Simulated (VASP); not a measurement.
# MgO (Periclase) (Fm-3m) in VASP: a series of runs

Runs on MgO (Periclase). Level: PBE. Tasks: single point.

Everything below comes from runs of VASP 6.6.1. Logs are shortened: lines on timing, memory, paths and dates and some standing lists are left out, and cuts for length are marked.

## (1) The cell of the first run

The structure is cubic, space group Fm-3m (No. 225). Conventional cell: a = 4.204 Å, b = 4.204 Å, c = 4.204 Å, α = 90.00°, β = 90.00°, γ = 90.00°. Mg (site symmetry m-3m) has 6 O at 2.10 Å within 2.8 Å. O (site symmetry m-3m) has 6 Mg at 2.10 Å within 2.8 Å.

## (2) Single point, PBE

Contents of INCAR:

```
PREC     = Accurate       # precision mode
ENCUT    = 520            # plane-wave cutoff, eV
EDIFF    = 1E-7           # SCF threshold, eV
ISMEAR   = 0              # smearing method
SIGMA    = 0.01           # smearing width, eV
LREAL    = F              # projectors in reciprocal space
LASPH    = T              # aspherical terms in the spheres
NELM     = 60             # most SCF steps
ALGO     = Normal         # electronic algorithm
ISIF     = 2              # what is computed and relaxed
LWAVE    = F              # write WAVECAR
LCHARG   = F              # write CHGCAR
GGA      = PE             # functional
NBANDS   = 11             # bands
```

Contents of KPOINTS:

```
Automatic mesh
0
Gamma
  8 8 8
```

Contents of POSCAR:

```
MgO
1.0
    0.0000000000      2.1021680262      2.1021680262
    2.1021680262      0.0000000000      2.1021680262
    2.1021680262      2.1021680262      0.0000000000
Mg O
1 1
Direct
    0.0000000000      0.0000000000      0.0000000000
    0.5000000000      0.5000000000      0.5000000000
```

Potentials or basis: VASP PAW PBE potentials, release 64 (Mg, O).

Started as:

```sh
$ cat potpaw_PBE.64/Mg/POTCAR potpaw_PBE.64/O/POTCAR > POTCAR
$ mpirun -np 1 vasp_std > vasp.out
```

OUTCAR:

```text
PREC = Accurate
   ENCUT = 520
   EDIFF = 1E-7
   ISMEAR = 0
   LREAL = F
   LASPH = T
   NELM = 60
   ISIF = 2
   GGA = PE

 ion  position               nearest neighbor table
   1  0.000  0.000  0.000-   2 2.10   2 2.10   2 2.10   2 2.10   2 2.10   2 2.10
   2  0.500  0.500  0.500-   1 2.10   1 2.10   1 2.10   1 2.10   1 2.10   1 2.10

  LATTYP: Found a face centered cubic cell.
 ALAT       =     4.2043360524

  Lattice vectors:

 A1 = (   0.0000000000,   2.1021680262,   2.1021680262)
 A2 = (   2.1021680262,   0.0000000000,   2.1021680262)
 A3 = (   2.1021680262,   2.1021680262,   0.0000000000)

Analysis of symmetry for initial positions (statically):
=====================================================================
 Subroutine PRICEL returns:
 Original cell was already a primitive cell.

 Routine SETGRP: Setting up the symmetry group for a
 face centered cubic supercell.

 Subroutine GETGRP returns: Found 48 space group operations
 (whereof 48 operations were pure point group operations)
 out of a pool of 48 trial point group operations.

The static configuration has the point symmetry O_h .

Analysis of symmetry for dynamics (positions and initial velocities):
=====================================================================
 Subroutine PRICEL returns:
 Original cell was already a primitive cell.

 Routine SETGRP: Setting up the symmetry group for a
 face centered cubic supercell.

 Subroutine GETGRP returns: Found 48 space group operations
 (whereof 48 operations were pure point group operations)
 out of a pool of 48 trial point group operations.

The dynamic configuration has the point symmetry O_h .

 Subroutine INISYM returns: Found 48 space group operations
 (whereof 48 operations are pure point group operations),
 and found     1 'primitive' translations

----------------------------------------------------------------------------------------

                                     Primitive cell

  volume of cell :      18.5794

  direct lattice vectors                    reciprocal lattice vectors
     0.000000000  2.102168026  2.102168026    -0.237849684  0.237849684  0.237849684
     2.102168026  0.000000000  2.102168026     0.237849684 -0.237849684  0.237849684
     2.102168026  2.102168026  0.000000000     0.237849684  0.237849684 -0.237849684

  length of vectors
     2.972914533  2.972914533  2.972914533     0.411967737  0.411967737  0.411967737

  position of ions in fractional coordinates (direct lattice)
     0.000000000  0.000000000  0.000000000
     0.500000000  0.500000000  0.500000000

  ion indices of the primitive-cell ions
   primitive index   ion index
                 1           1
                 2           2

----------------------------------------------------------------------------------------

 KPOINTS: Automatic mesh

Automatic generation of k-mesh.
 Grid dimensions read from file:
 generate k-points for:    8    8    8

 Generating k-lattice:

  Cartesian coordinates                     Fractional coordinates (reciprocal lattice)
    -0.029731210  0.029731210  0.029731210     0.125000000  0.000000000  0.000000000
     0.029731210 -0.029731210  0.029731210     0.000000000  0.125000000  0.000000000
     0.029731210  0.029731210 -0.029731210     0.000000000  0.000000000  0.125000000

  Length of vectors
     0.051495967  0.051495967  0.051495967

  Shift w.r.t. Gamma in fractional coordinates (k-lattice)
     0.000000000  0.000000000  0.000000000

 Subroutine IBZKPT returns following result:
 ===========================================

 Found     29 irreducible k-points:

 Following reciprocal coordinates:
            Coordinates               Weight
  0.000000  0.000000  0.000000      1.000000
  0.125000  0.000000  0.000000      8.000000
  0.250000  0.000000  0.000000      8.000000
  0.375000  0.000000  0.000000      8.000000
  0.500000  0.000000  0.000000      4.000000
  0.125000  0.125000  0.000000      6.000000
[... 16 lines left out ...]
  0.500000  0.250000  0.125000     48.000000
 -0.375000  0.250000  0.125000     24.000000
 [... further k-points ...]
   k-points           NKPTS =     29   k-points in BZ     NKDIM =     29   number of bands    NBANDS=     11
   number of dos      NEDOS =    301   number of ions     NIONS =      2
   total plane-waves  NPLWV =  13824
   dimension x,y,z NGX =    24 NGY =   24 NGZ =   24
   dimension x,y,z NGXF=    48 NGYF=   48 NGZF=   48
   ions per type =               1   1
   NGX,Y,Z   is equivalent  to a cutoff of  13.42, 13.42, 13.42 a.u.
   NGXF,Y,Z  is equivalent  to a cutoff of  26.84, 26.84, 26.84 a.u.
 SYSTEM =  unknown system
   PREC   = accura    normal or accurate (medium, high low for compatibility)
   ISTART =      0    job   : 0-new  1-cont  2-samecut
   ICHARG =      2    charge: 1-file 2-atom 10-const
   ISPIN  =      1    spin polarized calculation?
   LNONCOLLINEAR =      F non collinear calculations
   LSORBIT =      F    spin-orbit coupling
   LASPH  =      T    aspherical Exc in radial PAW
   ENCUT  =  520.0 eV  38.22 Ry    6.18 a.u.   5.53  5.53  5.53*2*pi/ulx,y,z
   NELM   =     60;   NELMIN=  2; NELMDL= -5     # of ELM steps
   EDIFF  = 0.1E-06   stopping-criterion for ELM
   LREAL  =      F    real-space projection
   EDIFFG = 0.1E-05   stopping-criterion for IOM
   NSW    =      0    number of steps for IOM
   IBRION =     -1    ionic relax: 0-MD 1-quasi-New 2-CG
   NFREE  =      0    steps in history (QN), initial steepest desc. (CG)
   ISIF   =      2    stress and relaxation
   ISYM   =      2    0-nonsym 1-usesym 2-fastsym
   POTIM  = 0.5000    time-step for ionic-motion
   TEBEG  =    0.0;   TEEND  =   0.0 temperature during run
   PSTRESS=    0.0 pullay stress
   NELECT =       8.0000    total number of electrons
   NUPDOWN=      -1.0000    fix difference up-down
   EMIN   =  10.00;   EMAX   =-10.00  energy-range for DOS
   EFERMI =   0.00;   METHOD = LEGACY
   ISMEAR =     0;   SIGMA  =   0.01  broadening in eV -4-tet -1-fermi 0-gaus
   EFERMI_NEDOS =   21; number of points for ismear=-14 and -15
   IALGO  =     38    algorithm
   IMIX   =      4    mixing-type and parameters
     AMIX     =   0.40;   BMIX     =  1.00
     AMIX_MAG =   1.60;   BMIX_MAG =  1.00
  volume/ion in A,a.u.               =       9.29        62.69
  Fermi-wavevector in a.u.,A,eV,Ry     =   1.236215  2.336108 20.792804  1.528228
  Thomas-Fermi vector in A             =   2.370833
   LORBIT       =      0    0 simple, 1 ext, 2 COOP (PROOUT), +10 PAW based schemes
   GGA     = PE    functional components
   LHFCALC =     F    Hartree Fock is set to
   AEXX    =    0.0000 exact exchange contribution
   IVDW    =     0    specifies the selected vdW correction
   LEPSILON=     F    determine dielectric tensor
   LRPA    =     F    only Hartree local field effects (RPA)
 non-spin polarized calculation
 Gauss-broadening in eV      SIGMA  =   0.01
  energy-cutoff  :      520.00
  volume of cell :       18.58
 maximum number of plane-waves:       531
 NGX is ok and might be reduce to    24
   NGX = 11   NGY = 11   NGZ = 11

 number of electron       8.0000004 magnetization

 Free energy of the ion-electron system (eV)
  ---------------------------------------------------
  ext. energy  EPLUGINS =         0.00000000
  ---------------------------------------------------
  free energy    TOTEN  =       -11.90255476 eV

  energy without entropy =      -11.90255476  energy(sigma->0) =      -11.90255476

 E-fermi :   3.2886     XC(G=0): -11.1048

 val. band max:        3.2283790202   @ k =   0.0000   0.0000   0.0000
 cond. band min:       8.0086569255   @ k =   0.0000   0.0000   0.0000
 fundamental gap:      4.7802779053
 Fermi energy:         3.2886299339

 k-point     1 :       0.0000    0.0000    0.0000
  band No.  band energies     occupation
      1     -14.0635      2.00000
      2       3.2284      2.00000
      3       3.2284      2.00000
      4       3.2284      2.00000
      5       8.0087      0.00000
      6      19.0594      0.00000
      7      19.0594      0.00000
      8      19.0594      0.00000
      9      22.9907      0.00000
     10      24.7714      0.00000
     11      24.7714      0.00000

 k-point     2 :       0.1250    0.0000    0.0000
  band No.  band energies     occupation
      1     -13.8984      2.00000
      2       2.2722      2.00000
      3       3.1243      2.00000
      4       3.1243      2.00000
      5       8.9224      0.00000
      6      17.3787      0.00000
      7      19.4216      0.00000
      8      19.4216      0.00000
      9      23.8132      0.00000
     10      23.8132      0.00000
     11      25.1708      0.00000

 k-point     3 :       0.2500    0.0000    0.0000
  band No.  band energies     occupation
      1     -13.4700      2.00000
      2       0.5593      2.00000
      3       2.8845      2.00000
      4       2.8845      2.00000
      5      10.3672      0.00000
      6      15.8394      0.00000
      7      19.9271      0.00000
      8      19.9271      0.00000
      9      23.4230      0.00000
     10      23.4230      0.00000
     11      25.3119      0.00000

 k-point     4 :       0.3750    0.0000    0.0000
  band No.  band energies     occupation
      1     -12.9865      2.00000
      2      -0.8581      2.00000
      3       2.6590      2.00000
      4       2.6590      2.00000
      5      11.0703      0.00000
      6      15.6608      0.00000
      7      19.7627      0.00000
      8      19.7627      0.00000
      9      24.5178      0.00000
     10      24.7407      0.00000
     11      24.7407      0.00000
[... 239 lines left out ...]
 k-point    22 :       0.3750    0.2500    0.1250
  band No.  band energies     occupation
      1     -13.1631      2.00000
      2       0.2001      2.00000
      3       2.0695      2.00000
      4       2.6087      2.00000
      5      11.7770      0.00000
      6      14.7394      0.00000
      7      18.3714      0.00000
      8      20.8399      0.00000
      9      21.3927      0.00000
     10      25.7344      0.00000
     11      29.1504      0.00000

 k-point    23 :       0.5000    0.2500    0.1250
  band No.  band energies     occupation
      1     -12.7825      2.00000
      2      -0.4961      2.00000
      3       1.4908      2.00000
      4       2.3548      2.00000
      5      12.7707      0.00000
      6      14.9218      0.00000
      7      17.2104      0.00000
      8      20.4405      0.00000
      9      22.9747      0.00000
     10      25.7088      0.00000
     11      29.3430      0.00000

 k-point    24 :      -0.3750    0.2500    0.1250
  band No.  band energies     occupation
      1     -12.6132      2.00000
      2      -0.7926      2.00000
      3       1.2822      2.00000
      4       2.2348      2.00000
      5      12.9400      0.00000
      6      15.4813      0.00000
      7      16.7782      0.00000
      8      20.1945      0.00000
      9      23.8201      0.00000
     10      25.3818      0.00000
     11      29.4786      0.00000

 [... further k-points ...]

------------------------ aborting loop because EDIFF is reached ----------------------------------------

  FORCE on cell =-STRESS in cart. coord.  units (eV):
  Direction    XX          YY          ZZ          XY          YZ          ZX
  --------------------------------------------------------------------------------------
  -------------------------------------------------------------------------------------
  Total        0.5683814      0.5683814      0.5683814      0.0000000      0.0000000      0.0000000
  in kB       49.0137748     49.0137748     49.0137748      0.0000000      0.0000000      0.0000000
  external PRESSURE =      49.0137748 kB  Pullay stress =       0.0000000 kB

 VOLUME and BASIS-vectors are now :
 -----------------------------------------------------------------------------
  energy-cutoff  :      520.00
  volume of cell :       18.58
      direct lattice vectors                 reciprocal lattice vectors
     0.000000000  2.102168026  2.102168026    -0.237849684  0.237849684  0.237849684
     2.102168026  0.000000000  2.102168026     0.237849684 -0.237849684  0.237849684
     2.102168026  2.102168026  0.000000000     0.237849684  0.237849684 -0.237849684

 POSITION                                       TOTAL-FORCE (eV/Angst)
 -----------------------------------------------------------------------------------
      0.00000      0.00000      0.00000        -0.000000     -0.000000      0.000000
      2.10217      2.10217      2.10217         0.000000      0.000000      0.000000
 -----------------------------------------------------------------------------------
    total drift:                               -0.000000     -0.000000      0.000000

  FREE ENERGIE OF THE ION-ELECTRON SYSTEM (eV)
  ---------------------------------------------------
  free  energy   TOTEN  =       -11.9025547570 eV

  energy  without entropy=      -11.9025547570  energy(sigma->0) =      -11.90255476
```

It took 5.4 s on 1 thread of AMD EPYC 7R13 (Zen 3), shared host; peak memory 0.11 GiB.

What came out:

- Free energy: -11.9026 eV
- Pressure: 4.9 GPa
- Band gap on the k mesh: 4.78 eV, direct

Levels at points of the mesh, in eV from the valence-band top:
```
           k point  band 2  band 3  band 4  band 5  band 6  band 7
(0.00, 0.00, 0.00)    0.00    0.00    0.00    4.78   15.83   15.83
(0.50, 0.00, 0.00)   -4.64   -0.66   -0.66    7.93   12.67   16.37
(0.50, 0.50, 0.00)   -4.11   -1.36   -1.36    9.13   10.03   13.16
```

As with any semilocal functional, this PBE gap is likely too small.

## (3) Single point, PBE

Contents of INCAR:

```
SYSTEM = MgO
ALGO     = Normal         ! electronic algorithm
EDIFF    = 1E-6           ! SCF threshold, eV
ENCUT    = 520            ! plane-wave cutoff, eV
GGA      = PE             ! functional
ISIF     = 2              ! what is computed and relaxed
ISMEAR   = 0              ! smearing method
LASPH    = .TRUE.         ! aspherical terms in the spheres
LCHARG   = .FALSE.        ! write CHGCAR
LREAL    = .FALSE.        ! projectors in reciprocal space
LWAVE    = .FALSE.        ! write WAVECAR
NBANDS   = 11             ! bands
NELM     = 80             ! most SCF steps
PREC     = Accurate       ! precision mode
SIGMA    = 0.01           ! smearing width, eV
```

Contents of KPOINTS:

```
k-points
0
G
  8 8 8
  0 0 0
```

POSCAR is that of step 2.

Potentials or basis: VASP PAW PBE potentials, release 64 (Mg, O).

Started as:

```sh
$ cat potpaw_PBE.64/Mg/POTCAR potpaw_PBE.64/O/POTCAR > POTCAR
$ mpirun -np 1 vasp_std > vasp.out
```

OUTCAR:

```text
SYSTEM = MgO
   EDIFF = 1E-6
   ENCUT = 520
   GGA = PE
   ISIF = 2
   ISMEAR = 0
   LASPH = .TRUE.
   LREAL = .FALSE.
   NELM = 80
   PREC = Accurate

 ion  position               nearest neighbor table
   1  0.000  0.000  0.000-   2 2.10   2 2.10   2 2.10   2 2.10   2 2.10   2 2.10
   2  0.500  0.500  0.500-   1 2.10   1 2.10   1 2.10   1 2.10   1 2.10   1 2.10

  LATTYP: Found a face centered cubic cell.
 ALAT       =     4.2043360524

  Lattice vectors:

 A1 = (   0.0000000000,   2.1021680262,   2.1021680262)
 A2 = (   2.1021680262,   0.0000000000,   2.1021680262)
 A3 = (   2.1021680262,   2.1021680262,   0.0000000000)

Analysis of symmetry for initial positions (statically):
=====================================================================
 Subroutine PRICEL returns:
 Original cell was already a primitive cell.

 Routine SETGRP: Setting up the symmetry group for a
 face centered cubic supercell.

 Subroutine GETGRP returns: Found 48 space group operations
 (whereof 48 operations were pure point group operations)
 out of a pool of 48 trial point group operations.

The static configuration has the point symmetry O_h .

[... 172 lines left out ...]
      3       3.2286      2.00000
      4       3.2286      2.00000
      5       8.0087      0.00000
      6      19.0594      0.00000
      7      19.0594      0.00000
      8      19.0594      0.00000
      9      22.9907      0.00000
     10      24.7714      0.00000
     11      24.7714      0.00000
[... 309 lines left out ...]
 k-point    24 :      -0.3750    0.2500    0.1250
  band No.  band energies     occupation
      1     -12.6130      2.00000
      2      -0.7925      2.00000
      3       1.2823      2.00000
      4       2.2349      2.00000
      5      12.9400      0.00000
      6      15.4814      0.00000
      7      16.7782      0.00000
      8      20.1945      0.00000
      9      23.8201      0.00000
     10      25.3818      0.00000
     11      29.4786      0.00000

 [... further k-points ...]

------------------------ aborting loop because EDIFF is reached ----------------------------------------

  FORCE on cell =-STRESS in cart. coord.  units (eV):
  Direction    XX          YY          ZZ          XY          YZ          ZX
  --------------------------------------------------------------------------------------
  -------------------------------------------------------------------------------------
  Total        0.5668624      0.5668624      0.5668624      0.0000000      0.0000000      0.0000000
  in kB       48.8827889     48.8827889     48.8827889      0.0000000      0.0000000      0.0000000
  external PRESSURE =      48.8827889 kB  Pullay stress =       0.0000000 kB

 VOLUME and BASIS-vectors are now :
 -----------------------------------------------------------------------------
  energy-cutoff  :      520.00
  volume of cell :       18.58
      direct lattice vectors                 reciprocal lattice vectors
     0.000000000  2.102168026  2.102168026    -0.237849684  0.237849684  0.237849684
     2.102168026  0.000000000  2.102168026     0.237849684 -0.237849684  0.237849684
     2.102168026  2.102168026  0.000000000     0.237849684  0.237849684 -0.237849684

 POSITION                                       TOTAL-FORCE (eV/Angst)
 -----------------------------------------------------------------------------------
      0.00000      0.00000      0.00000        -0.000000      0.000000     -0.000000
      2.10217      2.10217      2.10217         0.000000     -0.000000      0.000000
 -----------------------------------------------------------------------------------
    total drift:                               -0.000000     -0.000000      0.000000

  FREE ENERGIE OF THE ION-ELECTRON SYSTEM (eV)
  ---------------------------------------------------
  free  energy   TOTEN  =       -11.9025547509 eV

  energy  without entropy=      -11.9025547509  energy(sigma->0) =      -11.90255475
```

OSZICAR:

```text
N       E                     dE             d eps       ncg     rms          rms(c)
DAV:   1     0.135338910054E+02    0.13534E+02   -0.46257E+03   734   0.648E+02
DAV:   2    -0.128738817524E+02   -0.26408E+02   -0.26004E+02   749   0.135E+02
DAV:   3    -0.134625725527E+02   -0.58869E+00   -0.58820E+00   758   0.175E+01
DAV:   4    -0.134639902866E+02   -0.14177E-02   -0.14177E-02   698   0.982E-01
DAV:   5    -0.134639947626E+02   -0.44760E-05   -0.44760E-05   743   0.535E-02    0.722E+00
DAV:   6    -0.119195402620E+02    0.15445E+01   -0.87430E+00   665   0.163E+01    0.221E+00
DAV:   7    -0.119080603661E+02    0.11480E-01   -0.51865E-02   695   0.207E+00    0.134E+00
DAV:   8    -0.119028967820E+02    0.51636E-02   -0.26969E-02   671   0.185E+00    0.230E-01
DAV:   9    -0.119025529777E+02    0.34380E-03   -0.52517E-04   725   0.160E-01    0.129E-01
DAV:  10    -0.119025530763E+02   -0.98594E-07   -0.45395E-04   701   0.158E-01    0.845E-03
DAV:  11    -0.119025549004E+02   -0.18241E-05   -0.23311E-06   725   0.129E-02    0.526E-03
DAV:  12    -0.119025547509E+02    0.14953E-06   -0.54924E-07   376   0.564E-03
   1 F= -.11902555E+02 E0= -.11902555E+02  d E =-.621943E-20
```

It took 5.1 s on 1 thread of AMD EPYC 7R13 (Zen 3), shared host; peak memory 0.11 GiB.

What came out:

- Free energy: -11.9026 eV
- Pressure: 4.9 GPa
- Band gap on the k mesh: 4.78 eV, direct
